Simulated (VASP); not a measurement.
# Pd (I4/mmm) in VASP: further runs, part 3 of 3

VASP 6.6.1.

## 6. Single point, PBEsol (strain +0.0300 x Voigt [0, 0, 1, 0, 0, 0])

File INCAR:

```
  ALGO = Normal
  EDIFF = 1E-7
  ENCUT = 520
  GGA = PS
  ISIF = 2
  ISMEAR = 0
  LASPH = T
  LCHARG = T
  LELF = T
  LREAL = F
  LVHAR = T
  LWAVE = F
  NBANDS = 11
  NELM = 60
  PREC = Accurate
  SIGMA = 0.15
```

File KPOINTS:

```
k-points
0
Gamma
  20 20 20
```

File POSCAR:

```
Pd
1.0
    0.0000000000      1.9449000000      2.0032470000
    1.9449000000      0.0000000000      2.0032470000
    1.9449000000      1.9449000000      0.0000000000
Pd
1
Direct
    0.0000000000      0.0000000000      0.0000000000
```

Potentials or basis: VASP PAW PBE potentials, release 64 (Pd).

Run with:

```console
$ cat potpaw_PBE.64/Pd/POTCAR > POTCAR
$ mpirun -np 1 vasp_std > vasp.out
```

OUTCAR:

```text
EDIFF = 1E-7
   ENCUT = 520
   GGA = PS
   ISIF = 2
   ISMEAR = 0
   LASPH = T
   LREAL = F
   NELM = 60
   PREC = Accurate

 ion  position               nearest neighbor table
   1  0.000  0.000  0.000-

  LATTYP: Found a body centered tetragonal cell.
 ALAT       =     2.7505039575
 C/A-ratio  =     1.4566399692

  Lattice vectors:

 A1 = (  -1.9449000000,   0.0000000000,   2.0032470000)
 A2 = (   1.9449000000,   0.0000000000,   2.0032470000)
 A3 = (   0.0000000000,   1.9449000000,  -2.0032470000)

Analysis of symmetry for initial positions (statically):
=====================================================================
 Subroutine PRICEL returns:
 Original cell was already a primitive cell.

 Routine SETGRP: Setting up the symmetry group for a
 body centered tetragonal supercell.

 Subroutine GETGRP returns: Found 16 space group operations
 (whereof 16 operations were pure point group operations)
 out of a pool of 16 trial point group operations.

The static configuration has the point symmetry D_4h.

Analysis of symmetry for dynamics (positions and initial velocities):
=====================================================================
 Subroutine PRICEL returns:
 Original cell was already a primitive cell.

 Routine SETGRP: Setting up the symmetry group for a
 body centered tetragonal supercell.

 Subroutine GETGRP returns: Found 16 space group operations
 (whereof 16 operations were pure point group operations)
 out of a pool of 16 trial point group operations.

The dynamic configuration has the point symmetry D_4h.

 Subroutine INISYM returns: Found 16 space group operations
 (whereof 16 operations are pure point group operations),
 and found     1 'primitive' translations

----------------------------------------------------------------------------------------

                                     Primitive cell

  volume of cell :      15.1551

  direct lattice vectors                    reciprocal lattice vectors
     0.000000000  1.944900000  2.003247000    -0.257082626  0.257082626  0.249594783
     1.944900000  0.000000000  2.003247000     0.257082626 -0.257082626  0.249594783
     1.944900000  1.944900000  0.000000000     0.257082626  0.257082626 -0.249594783

  length of vectors
     2.792066359  2.792066359  2.750503957     0.440999444  0.440999444  0.440999444

  position of ions in fractional coordinates (direct lattice)
     0.000000000  0.000000000  0.000000000

  ion indices of the primitive-cell ions
   primitive index   ion index
                 1           1

----------------------------------------------------------------------------------------

 KPOINTS: k-points

Automatic generation of k-mesh.
 Grid dimensions read from file:
 generate k-points for:   20   20   20

 Generating k-lattice:

  Cartesian coordinates                     Fractional coordinates (reciprocal lattice)
    -0.012854131  0.012854131  0.012479739     0.050000000  0.000000000  0.000000000
     0.012854131 -0.012854131  0.012479739     0.000000000  0.050000000  0.000000000
     0.012854131  0.012854131 -0.012479739     0.000000000  0.000000000  0.050000000

  Length of vectors
     0.022049972  0.022049972  0.022049972

  Shift w.r.t. Gamma in fractional coordinates (k-lattice)
     0.000000000  0.000000000  0.000000000

 Subroutine IBZKPT returns following result:
 ===========================================

 Found    641 irreducible k-points:

 Following reciprocal coordinates:
            Coordinates               Weight
  0.000000  0.000000  0.000000      1.000000
  0.050000 -0.000000  0.000000      8.000000
  0.100000  0.000000  0.000000      8.000000
  0.150000  0.000000  0.000000      8.000000
  0.200000  0.000000  0.000000      8.000000
  0.250000  0.000000  0.000000      8.000000
[... 16 lines left out ...]
 -0.400000  0.050000  0.000000      8.000000
 -0.350000  0.050000  0.000000      8.000000
 [... further k-points ...]
   k-points           NKPTS =    641   k-points in BZ     NKDIM =    641   number of bands    NBANDS=     11
   number of dos      NEDOS =    301   number of ions     NIONS =      1
   total plane-waves  NPLWV =  11520
   dimension x,y,z NGX =    24 NGY =   24 NGZ =   20
   dimension x,y,z NGXF=    48 NGYF=   48 NGZF=   40
   ions per type =               1
   NGX,Y,Z   is equivalent  to a cutoff of  14.29, 14.29, 12.09 a.u.
   NGXF,Y,Z  is equivalent  to a cutoff of  28.58, 28.58, 24.18 a.u.
 SYSTEM =  unknown system
   PREC   = accura    normal or accurate (medium, high low for compatibility)
   ISTART =      0    job   : 0-new  1-cont  2-samecut
   ICHARG =      2    charge: 1-file 2-atom 10-const
   ISPIN  =      1    spin polarized calculation?
   LNONCOLLINEAR =      F non collinear calculations
   LSORBIT =      F    spin-orbit coupling
   LASPH  =      T    aspherical Exc in radial PAW
   ENCUT  =  520.0 eV  38.22 Ry    6.18 a.u.   5.19  5.19  5.11*2*pi/ulx,y,z
   NELM   =     60;   NELMIN=  2; NELMDL= -5     # of ELM steps
   EDIFF  = 0.1E-06   stopping-criterion for ELM
   LREAL  =      F    real-space projection
   EDIFFG = 0.1E-05   stopping-criterion for IOM
   NSW    =      0    number of steps for IOM
   IBRION =     -1    ionic relax: 0-MD 1-quasi-New 2-CG
   NFREE  =      0    steps in history (QN), initial steepest desc. (CG)
   ISIF   =      2    stress and relaxation
   ISYM   =      2    0-nonsym 1-usesym 2-fastsym
   POTIM  = 0.5000    time-step for ionic-motion
   TEBEG  =    0.0;   TEEND  =   0.0 temperature during run
   PSTRESS=    0.0 pullay stress
   NELECT =      10.0000    total number of electrons
   NUPDOWN=      -1.0000    fix difference up-down
   EMIN   =  10.00;   EMAX   =-10.00  energy-range for DOS
   EFERMI =   0.00;   METHOD = LEGACY
   ISMEAR =     0;   SIGMA  =   0.15  broadening in eV -4-tet -1-fermi 0-gaus
   EFERMI_NEDOS =   21; number of points for ismear=-14 and -15
   IALGO  =     38    algorithm
   IMIX   =      4    mixing-type and parameters
     AMIX     =   0.40;   BMIX     =  1.00
     AMIX_MAG =   1.60;   BMIX_MAG =  1.00
  volume/ion in A,a.u.               =      15.16       102.27
  Fermi-wavevector in a.u.,A,eV,Ry     =   1.425242  2.693316 27.637699  2.031314
  Thomas-Fermi vector in A             =   2.545647
   LORBIT       =      0    0 simple, 1 ext, 2 COOP (PROOUT), +10 PAW based schemes
   GGA     = PS    functional components
   LHFCALC =     F    Hartree Fock is set to
   AEXX    =    0.0000 exact exchange contribution
   IVDW    =     0    specifies the selected vdW correction
   LEPSILON=     F    determine dielectric tensor
   LRPA    =     F    only Hartree local field effects (RPA)
 non-spin polarized calculation
 Gauss-broadening in eV      SIGMA  =   0.15
  energy-cutoff  :      520.00
  volume of cell :       15.16
 maximum number of plane-waves:       424
 NGX is ok and might be reduce to    24
   NGX = 11   NGY = 11   NGZ = 11

 number of electron      10.0000000 magnetization

 number of electron       9.9999998 magnetization

 Free energy of the ion-electron system (eV)
  ---------------------------------------------------
  ext. energy  EPLUGINS =         0.00000000
  ---------------------------------------------------
  free energy    TOTEN  =        -5.95622877 eV

  energy without entropy =       -5.92805400  energy(sigma->0) =       -5.94214138

 E-fermi :   9.1632     XC(G=0): -13.2133

 val. band max:        9.1602372934   @ k =   0.5000   0.3000   0.0500
 cond. band min:       9.1637345603   @ k =   0.5000   0.2000   0.0000
 fundamental gap:      0.0034972669
 Fermi energy:         9.1631863465

 k-point     1 :       0.0000    0.0000    0.0000
  band No.  band energies     occupation
      1       2.1388      2.00000
      2       6.2509      2.00000
      3       6.5268      2.00000
      4       6.5268      2.00000
      5       7.8461      2.00000
      6       8.1304      2.00000
      7      26.2947      0.00000
      8      30.4580      0.00000
      9      31.1169      0.00000
     10      31.1169      0.00000
     11      35.3208      0.00000

 k-point     2 :       0.0500   -0.0000    0.0000
  band No.  band energies     occupation
      1       2.2279      2.00000
      2       6.2614      2.00000
      3       6.5155      2.00000
      4       6.5574      2.00000
      5       7.8345      2.00000
      6       8.1124      2.00000
      7      26.3857      0.00000
      8      30.1508      0.00000
      9      30.8869      0.00000
     10      31.2144      0.00000
     11      35.3982      0.00000
[... 295 lines left out ...]
 k-point    24 :      -0.3500    0.0500    0.0000
  band No.  band energies     occupation
      1       4.1778      2.00000
      2       6.3800      2.00000
      3       6.6845      2.00000
      4       7.7873      2.00000
      5       8.5843      2.00000
      6       9.3042      0.18376
      7      19.1544      0.00000
      8      26.1473      0.00000
      9      29.7680      0.00000
     10      31.8527      0.00000
     11      35.0045      0.00000

 [... further k-points ...]
[... 5 lines left out ...]
  --------------------------------------------------------------------------------------
  -------------------------------------------------------------------------------------
  Total       -0.6651355     -0.6651355     -0.8276252      0.0000000      0.0000000     -0.0000000
  in kB      -70.3172143    -70.3172143    -87.4954059      0.0000000      0.0000000     -0.0000000
  external PRESSURE =     -76.0432781 kB  Pullay stress =       0.0000000 kB

 VOLUME and BASIS-vectors are now :
 -----------------------------------------------------------------------------
  energy-cutoff  :      520.00
  volume of cell :       15.16
      direct lattice vectors                 reciprocal lattice vectors
     0.000000000  1.944900000  2.003247000    -0.257082626  0.257082626  0.249594783
     1.944900000  0.000000000  2.003247000     0.257082626 -0.257082626  0.249594783
     1.944900000  1.944900000  0.000000000     0.257082626  0.257082626 -0.249594783

 POSITION                                       TOTAL-FORCE (eV/Angst)
 -----------------------------------------------------------------------------------
      0.00000      0.00000      0.00000         0.000000      0.000000      0.000000
 -----------------------------------------------------------------------------------
    total drift:                                0.000000      0.000000      0.000000

  FREE ENERGIE OF THE ION-ELECTRON SYSTEM (eV)
  ---------------------------------------------------
  free  energy   TOTEN  =        -5.9562287666 eV

  energy  without entropy=       -5.9280540001  energy(sigma->0) =       -5.94214138
```

It took 1.7 min on 1 thread of Intel Xeon 8259CL, shared host; peak memory 0.23 GiB.

Results:

- Free energy: -5.9562 eV
- Pressure: -7.6 GPa
- Band gap on the k mesh: zero (bands 5 and 6 overlap by 1.60 eV)

Stress tensor (GPa, compression positive):
```
-7.03  0.00  0.00
 0.00 -7.03  0.00
 0.00  0.00 -8.75
```

Levels at points of the mesh, in eV from the Fermi level:
| k point | band 1 | band 2 | band 3 | band 4 | band 5 | band 6 | band 7 | band 8 | band 9 | band 10 |
| --- | --- | --- | --- | --- | --- | --- | --- | --- | --- | --- |
| (0.00, 0.00, 0.00) | -7.02 | -2.91 | -2.64 | -2.64 | -1.32 | -1.03 | 17.13 | 21.29 | 21.95 | 21.95 |
| (0.50, 0.00, 0.00) | -5.13 | -2.90 | -2.64 | -0.08 | 0.04 | 0.99 | 7.06 | 16.43 | 20.48 | 21.07 |
| (0.50, 0.50, 0.00) | -5.19 | -4.92 | -0.03 | 0.27 | 0.27 | 2.89 | 9.92 | 13.34 | 13.34 | 21.42 |
| (0.50, 0.00, 0.50) | -5.19 | -4.91 | -0.05 | 0.18 | 0.38 | 3.45 | 10.70 | 12.72 | 12.87 | 20.95 |

Caveat: the cell differs from its parent crystal (strain +0.0300 x Voigt [0, 0, 1, 0, 0, 0]); the cell stands under tension; the PAW data sets were made with another functional, which shifts forces and pressure a little.

## 7. Overview

```tsv
cell	gap on the mesh (eV)	pressure (GPa)
a = 2.689, b = 2.689, c = 2.751 Å, angles 59.2, 59.2, 61.5°, 1 atom	none	7.6
a = 2.710, b = 2.710, c = 2.751 Å, angles 59.5, 59.5, 61.0°, 1 atom	none	3.9
a = 2.730, b = 2.730, c = 2.751 Å, angles 59.8, 59.8, 60.5°, 1 atom	none	0.5
a = 2.771, b = 2.771, c = 2.751 Å, angles 60.2, 60.2, 59.5°, 1 atom	none	-5.2
a = 2.792, b = 2.792, c = 2.751 Å, angles 60.5, 60.5, 59.0°, 1 atom	none	-7.6
```

Alike in all rows: task single point; level PBEsol; potentials or basis VASP PAW PBE potentials, release 64 (Pd); no spin polarisation; k mesh 20 × 20 × 20; cutoff (eV) 520; smearing gaussian 0.15 eV.

Caveats: the PAW data sets were made with another functional, which shifts forces and pressure a little; the cell stands under pressure (at least some runs); the cell stands under tension (at least some runs).

Absolute energies hang on the potentials; compare differences alone.
